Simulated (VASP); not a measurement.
# ZrCu19 in VASP: single point with PBE

Aim: the single point of ZrCu19 with PBE.

Everything below comes from runs of VASP 6.6.1. Logs are shortened: lines on timing, memory, paths and dates and some standing lists are left out, and cuts for length are marked.

## Step 1: The cell of the first run

The cell holds a slab with vacuum, 20 atoms: a = 5.132 Å, b = 5.132 Å, c = 20.381 Å, α = 90.00°, β = 90.00°, γ = 120.00°.

## Step 2: Single point, PBE

Input file INCAR:

```
SYSTEM = ZrCu19
PREC = Accurate ; ENCUT = 520
EDIFF = 1E-6 ; ISMEAR = 1
SIGMA = 0.1 ; LREAL = .False.
LASPH = .True. ; NELM = 120
ALGO = Normal ; ISIF = 2
LWAVE = .False. ; LCHARG = .False.
LDIPOL = .True. ; IDIPOL = 3
DIPOL = 0.5 0.5 0.500 ; GGA = PE
NBANDS = 126 ; GGA_COMPAT = .False.
NELMDL = -8
```

Input file KPOINTS:

```
Automatic mesh
0
Gamma
  12 12 1
  0 0 0
```

Input file POSCAR:

```
ZrCu19
1.0
    5.1320871273      0.0000000000      0.0000000000
   -2.5660435637      4.4445178266      0.0000000000
    0.0000000000      0.0000000000     20.3807019766
Cu Zr
19 1
Direct
    0.0000000000      0.0000000000      0.2944357586
    0.9996315122      0.4998157561      0.2945468388
    0.5001842439      1.0003684878      0.2945468388
    0.5001842439      0.4998157561      0.2945468388
    0.3331344213      0.1665672107      0.3964520206
    0.3333333333      0.6666666667      0.3960924398
    0.8334327893      0.1665672107      0.3964520206
    0.8334327893      0.6668655787      0.3964520206
    0.6666666667      0.3333333333      0.4994203529
    0.6659213892      0.8329606946      0.4984145533
    0.1670393054      0.3340786108      0.4984145533
    0.1670393054      0.8329606946      0.4984145533
    1.0059414543      0.5029707272      0.6021745190
    1.0000000000      1.0000000000      0.5999447162
    0.4970292728      0.5029707272      0.6021745190
    0.4970292728      0.9940585457      0.6021745190
    0.3321163020      0.1660581510      0.7026696651
    0.8339418490      0.6678836980      0.7026696651
    0.8339418490      0.1660581510      0.7026696651
    0.3333333333      0.6666666667      0.7273139923
```

Potentials or basis: VASP PAW PBE potentials, release 64 (Cu, Zr_sv).

Run with:

```sh
> cat potpaw_PBE.64/Cu/POTCAR potpaw_PBE.64/Zr_sv/POTCAR > POTCAR
> mpirun -np 1 vasp_std > vasp.out
```

OUTCAR:

```text
SYSTEM = ZrCu19
   PREC = Accurate
   ENCUT = 520
   EDIFF = 1E-6
   ISMEAR = 1
   LREAL = .False.
   LASPH = .True.
   NELM = 120
   ISIF = 2
   GGA = PE
   NELMDL = -8

 ion  position               nearest neighbor table
   1  0.000  0.000  0.294-   8 2.55   5 2.55   7 2.55   4 2.57   4 2.57   2 2.57   2 2.57   3 2.57
                             3 2.57
   2  1.000  0.500  0.295-   6 2.55   7 2.55   8 2.55   3 2.56   4 2.56   1 2.57   1 2.57   3 2.57
                             4 2.57
   3  0.500  0.000  0.295-   6 2.55   7 2.55   5 2.55   2 2.56   4 2.56   1 2.57   1 2.57   2 2.57
                             4 2.57
   4  0.500  0.500  0.295-   6 2.55   5 2.55   8 2.55   3 2.56   2 2.56   1 2.57   1 2.57   3 2.57
                             2 2.57
   5  0.333  0.167  0.396-   4 2.55   3 2.55   1 2.55  11 2.55  12 2.55   8 2.56   7 2.56   6 2.57
                             6 2.57   8 2.57   7 2.57   9 2.57
   6  0.333  0.667  0.396-   3 2.55   2 2.55   4 2.55  12 2.56  11 2.56  10 2.56   7 2.57   7 2.57
                             5 2.57   5 2.57   8 2.57   8 2.57
   7  0.833  0.167  0.396-   2 2.55   3 2.55   1 2.55  10 2.55  11 2.55   8 2.56   5 2.56   6 2.57
                             6 2.57   8 2.57   5 2.57   9 2.57
   8  0.833  0.667  0.396-   4 2.55   2 2.55   1 2.55  10 2.55  12 2.55   5 2.56   7 2.56   6 2.57
                             6 2.57   5 2.57   7 2.57   9 2.57
   9  0.667  0.333  0.499-  10 2.57  11 2.57  12 2.57  12 2.57  10 2.57  11 2.57   7 2.57   8 2.57
[... 9 lines left out ...]
  14  0.000  0.000  0.600-  11 2.55  10 2.55  12 2.55  18 2.56  17 2.56  19 2.56  13 2.57  16 2.57
                            15 2.57  15 2.57  13 2.57  16 2.57
  15  0.497  0.503  0.602-  16 2.52  13 2.52  17 2.54  18 2.54  14 2.57  14 2.57  10 2.57  11 2.57
                             9 2.58  16 2.61  13 2.61  20 2.94
  16  0.497  0.994  0.602-  13 2.52  15 2.52  17 2.54  19 2.54  14 2.57  14 2.57  12 2.57  10 2.57
                             9 2.58  13 2.61  15 2.61  20 2.94
  17  0.332  0.166  0.703-  16 2.54  15 2.54  18 2.56  19 2.56  14 2.56  18 2.58  19 2.58  20 2.61
                            20 2.61
  18  0.834  0.668  0.703-  13 2.54  15 2.54  17 2.56  19 2.56  14 2.56  17 2.58  19 2.58  20 2.61
                            20 2.61
  19  0.834  0.166  0.703-  13 2.54  16 2.54  18 2.56  17 2.56  14 2.56  18 2.58  17 2.58  20 2.61
                            20 2.61
  20  0.333  0.667  0.727-  17 2.61  18 2.61  19 2.61  19 2.61  17 2.61  18 2.61  16 2.94  13 2.94
                            15 2.94

  LATTYP: Found a hexagonal cell.
 ALAT       =     5.1320871273
 C/A-ratio  =     3.9712307042

  Lattice vectors:

 A1 = (   5.1320871273,   0.0000000000,   0.0000000000)
 A2 = (  -2.5660435637,   4.4445178266,   0.0000000000)
 A3 = (   0.0000000000,   0.0000000000,  20.3807019766)

Analysis of symmetry for initial positions (statically):
=====================================================================
 Subroutine PRICEL returns:
 Original cell was already a primitive cell.

[... 173 lines left out ...]
  Fermi-wavevector in a.u.,A,eV,Ry     =   1.277692  2.414489 22.211483  1.632498
  Thomas-Fermi vector in A             =   2.410278
   LORBIT       =      0    0 simple, 1 ext, 2 COOP (PROOUT), +10 PAW based schemes
   GGA     = PE    functional components
   LHFCALC =     F    Hartree Fock is set to
   AEXX    =    0.0000 exact exchange contribution
   IVDW    =     0    specifies the selected vdW correction
   LEPSILON=     F    determine dielectric tensor
   LRPA    =     F    only Hartree local field effects (RPA)
 non-spin polarized calculation
 Methfessel and Paxton  Order N= 1 SIGMA  =   0.10
  energy-cutoff  :      520.00
  volume of cell :      464.88
 maximum number of plane-waves:     12663
 NGX is ok and might be reduce to    40
   NGX = 19   NGY = 19   NGZ = 75

 dipolmoment           0.000000      0.000000      0.065169 electrons x Angstroem

 number of electron     221.0000005 magnetization

 dipolmoment           0.000000      0.000000     -0.171138 electrons x Angstroem

 Free energy of the ion-electron system (eV)
  ---------------------------------------------------
  ext. energy  EPLUGINS =         0.00000000
  ---------------------------------------------------
  free energy    TOTEN  =       -75.22116706 eV

  energy without entropy =      -75.21756331  energy(sigma->0) =      -75.21996581

 E-fermi :   2.2589     XC(G=0):  -7.5694

 val. band max:        2.2500536730   @ k =   0.4167   0.1667   0.0000
 cond. band min:       2.2614209161   @ k =   0.2500   0.0000   0.0000
 fundamental gap:      0.0113672431
 Fermi energy:         2.2588605671

 k-point     1 :       0.0000    0.0000    0.0000
  band No.  band energies     occupation
      1     -47.3407      2.00000
      2     -25.4655      2.00000
      3     -25.3684      2.00000
      4     -25.3684      2.00000
      5      -6.7290      2.00000
      6      -5.8449      2.00000
[... 2364 lines left out ...]
    121       5.5999      0.00000
    122       5.7095      0.00000
 [bands above 122 left out]

------------------------ aborting loop because EDIFF is reached ----------------------------------------

 vacuum level on the upper side and lower side of the slab       (xc-potential included)        -1.060         0.324

  FORCE on cell =-STRESS in cart. coord.  units (eV):
  Direction    XX          YY          ZZ          XY          YZ          ZX
  --------------------------------------------------------------------------------------
  -------------------------------------------------------------------------------------
  Total        0.1880167      0.1880167      0.8081917     -0.0000000      0.0000000     -0.0000000
  in kB        0.6479914      0.6479914      2.7853972     -0.0000000      0.0000000     -0.0000000
  external PRESSURE =       1.3604600 kB  Pullay stress =       0.0000000 kB

 VOLUME and BASIS-vectors are now :
 -----------------------------------------------------------------------------
  energy-cutoff  :      520.00
  volume of cell :      464.88
      direct lattice vectors                 reciprocal lattice vectors
     5.132087127  0.000000000  0.000000000     0.194852499  0.112498143  0.000000000
    -2.566043564  4.444517827  0.000000000     0.000000000  0.224996285  0.000000000
     0.000000000  0.000000000 20.380701977     0.000000000  0.000000000  0.049066023

 POSITION                                       TOTAL-FORCE (eV/Angst)
 -----------------------------------------------------------------------------------
      0.00000      0.00000      6.00081         0.000000     -0.000000     -0.015939
      3.84765      2.22144      6.00307         0.006051      0.003494     -0.026010
      2.56604      0.00164      6.00307         0.000000     -0.006987     -0.026010
      1.28444      2.22144      6.00307        -0.006051      0.003494     -0.026010
      1.28226      0.74031      8.07997         0.004589      0.002649     -0.006460
     -0.00000      2.96301      8.07264         0.000000     -0.000000     -0.011967
[... 12 lines left out ...]
      3.85375      0.73805     14.32090        -0.000346      0.000200     -0.032792
     -0.00000      2.96301     14.82317         0.000000     -0.000000      0.138312
 -----------------------------------------------------------------------------------
    total drift:                               -0.000008      0.000007     -0.007735

  FREE ENERGIE OF THE ION-ELECTRON SYSTEM (eV)
  ---------------------------------------------------
  free  energy   TOTEN  =       -75.2211670600 eV

  energy  without entropy=      -75.2175633143  energy(sigma->0) =      -75.21996581

 vacuum level on the upper side and lower side of the slab         5.290         6.717
```

Wall time 1.6 h (1 thread of Intel Xeon 8259CL, shared host); peak memory 1.1 GiB.

What came out:

```
Free energy            : -75.2212 eV
Largest force          : 0.138 eV/Å
Band gap on the k mesh : zero (an odd number of electrons rules out a gap without spin polarisation)
```

Forces on the atoms (eV/Å):
```
Cu   0.000  0.000 -0.016
Cu   0.006  0.003 -0.026
Cu   0.000 -0.007 -0.026
Cu  -0.006  0.003 -0.026
Cu   0.005  0.003 -0.006
Cu   0.000  0.000 -0.012
Cu  -0.005  0.003 -0.006
Cu   0.000 -0.005 -0.006
Cu   0.000  0.000 -0.024
Cu   0.007  0.004  0.000
Cu   0.000 -0.008  0.000
Cu  -0.007  0.004  0.000
Cu  -0.006 -0.003  0.029
Cu   0.000  0.000  0.024
Cu   0.006 -0.003  0.029
Cu   0.000  0.007  0.029
Cu   0.000  0.000 -0.033
Cu   0.000  0.000 -0.033
Cu   0.000  0.000 -0.033
Zr   0.000  0.000  0.138
```
